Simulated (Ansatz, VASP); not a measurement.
**One calculation of CeO2, two programs**

```xyz
3
Lattice="0.0000 2.7358 2.7358 2.7358 0.0000 2.7358 2.7358 2.7358 0.0000" Properties=species:S:1:pos:R:3 pbc="T T T"
Ce    0.0000    0.0000    0.0000
O     1.3679    1.3679    1.3679
O     4.1037    4.1037    4.1037
```

Alike in both runs: task single point; functional PBE; k mesh 12 × 12 × 12; occupations gaussian, width 0.05 eV; no spin polarisation.

|  | VASP | Ansatz |
| --- | --- | --- |
| version | VASP 6.6.1 | Ansatz 0.2.0 |
| potentials or method | VASP PAW PBE potentials, release 64 (Ce, O), cutoff 520 eV | scalar-relativistic, plane waves, PAW |
| valence electrons in the cell | 24 | 24 |

Ansatz gave:

| Property | Result |
| --- | --- |
| gap on the k mesh at the Fermi level (eV) | 1.89 |
| least direct gap on the mesh (eV) | 1.99 |
| pressure (GPa) | -0.7 |

Which values does VASP return?

gap on the k mesh at the Fermi level (eV): 1.85; least direct gap on the mesh (eV): 1.95; pressure (GPa): -0.7.

The functional is the same, so the differences come from potentials, cutoffs and numerics.

Neither program's run includes spin-orbit coupling.
